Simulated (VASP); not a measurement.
Set up this calculation in VASP 6.6.1, as the native input.

```yaml
Task: single point
Functional: PBE
Potentials_or_basis: VASP PAW PBE potentials, release 64 (V_sv, O)
Cutoff: 600 eV
k_mesh: 4 × 4 × 4
Occupations: fermi-dirac, width 0.05 eV
Spin: collinear spin, antiferromagnetic start
Starting_moments: "[2.0, -2.0, -2.0, 2.0, 0.0, 0.0, 0.0, 0.0, 0.0, 0.0] μB"
Dipole_correction: no
Further_INCAR_settings: ALGO = Normal; EDIFF = 1e-06; NBANDS = 59
```

The structure of V2O3 lies in POSCAR:

```
V2O3
1.0
    2.4660998900      1.4238034400      4.6636700000
   -2.4660998900      1.4238034400      4.6636700000
    0.0000000000     -2.8476068700      4.6636700000
V O
4 6
Direct
    0.3454000000      0.3454000000      0.3454000000
    0.1546000000      0.1546000000      0.1546000000
    0.6546000000      0.6546000000      0.6546000000
    0.8454000000      0.8454000000      0.8454000000
    0.5618000000      0.9382000000      0.2500000000
    0.2500000000      0.5618000000      0.9382000000
    0.9382000000      0.2500000000      0.5618000000
    0.4382000000      0.0618000000      0.7500000000
    0.7500000000      0.4382000000      0.0618000000
    0.0618000000      0.7500000000      0.4382000000
```

One way to write it, as run:

INCAR

```
SYSTEM = V2O3
PREC     = Accurate       ! precision mode
ENCUT    = 600            ! plane-wave cutoff, eV
EDIFF    = 1E-6           ! SCF threshold, eV
ISMEAR   = -1             ! smearing method
SIGMA    = 0.05           ! smearing width, eV
LREAL    = .FALSE.        ! projectors in reciprocal space
LASPH    = .TRUE.         ! aspherical terms in the spheres
NELM     = 200            ! most SCF steps
ALGO     = Normal         ! electronic algorithm
ISIF     = 2              ! what is computed and relaxed
LWAVE    = .FALSE.        ! write WAVECAR
LCHARG   = .FALSE.        ! write CHGCAR
ISPIN    = 2              ! spin polarisation
MAGMOM   = 2 -2 -2 2 0 0 0 0 0 0 ! initial moments
LORBIT   = 11             ! projections on sites
LMAXMIX  = 4              ! l up to which the mixer works
GGA      = PE             ! functional
NBANDS   = 59             ! bands
GGA_COMPAT= .FALSE.
```

KPOINTS

```
Automatic mesh
0
G
  4 4 4
  0 0 0
```

Potentials or basis: VASP PAW PBE potentials, release 64 (V_sv, O).

Launch:

```sh
$ cat potpaw_PBE.64/V_sv/POTCAR potpaw_PBE.64/O/POTCAR > POTCAR
$ mpirun -np 1 vasp_std > vasp.out
```

Results of the run:

```yaml
Pressure: 3.1 GPa
Largest_force: 0.329 eV/Å
Band_gap_on_the_k_mesh: zero (filled and empty bands overlap)
Net_moment: 0.00 μB per cell
Site_moments: V +1.40, -1.40 (each value once); O +0.00 μB
Valence_electrons_inside_the_program's_atomic_spheres: V 11.52; O 5.07
```

Caveat: the k points lie up to 0.38 Å⁻¹ apart; semilocal functionals often make such compounds metallic where correlation or magnetic order opens a gap, which also shifts bond lengths.

Wall time 4.2 min on 1 thread of Intel(R) Xeon(R) Platinum 8259CL CPU @ 2.50GHz (Skylake/Cascade Lake) (shared host), peak memory 0.46 GiB.
